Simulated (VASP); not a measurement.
Input of a VASP 6.6.1 run:

The input INCAR:

```
SYSTEM = WSe2
  PREC = Accurate
  ENCUT = 520
  EDIFF = 1E-6
  ISMEAR = 0
  SIGMA = 0.05
  LREAL = .FALSE.
  LASPH = .TRUE.
  NELM = 60
  ALGO = Normal
  ISIF = 2
  LWAVE = .FALSE.
  LCHARG = .FALSE.
  GGA = PS
  NBANDS = 20
```

The input KPOINTS:

```
regular mesh
0
G
  12 12 2
  0 0 0
```

The input POSCAR:

```
WSe2
1.0
    3.3179375931      0.0000000000      0.0000000000
   -1.6589687966      2.8734182438      0.0000000000
    0.0000000000      0.0000000000     16.6581424200
W Se
1 2
Direct
    0.0000000000      0.0000000000      0.0000000000
    0.3603554049      0.5928409941      0.0997865200
    0.3603554049      0.5928409941      0.9002134800
```

Potentials or basis: VASP PAW PBE potentials, release 64 (W_sv, Se).

Launch:

```bash
$ cat potpaw_PBE.64/W_sv/POTCAR potpaw_PBE.64/Se/POTCAR > POTCAR
$ mpirun -np 1 vasp_std > vasp.out
```

Task: Estimate the largest force.

Result: 4.825 eV/Å.

Task: Predict the band gap on the k mesh.

Result: 1.31 eV (least direct gap 1.39 eV).

Forces on the atoms (eV/Å):
```
W    3.167 -3.640  0.000
Se  -1.583  1.820  0.803
Se  -1.583  1.820 -0.803
```

Caveat: the cell differs from its parent crystal (all Se atoms moved +0.300 Å, as atom 2 along Cartesian [1 -1 0]); there is no dipole correction, which matters where the two faces differ; the PAW data sets were made with another functional, which shifts forces and pressure a little; spin-orbit coupling is left out, which moves the levels of the heavy elements.
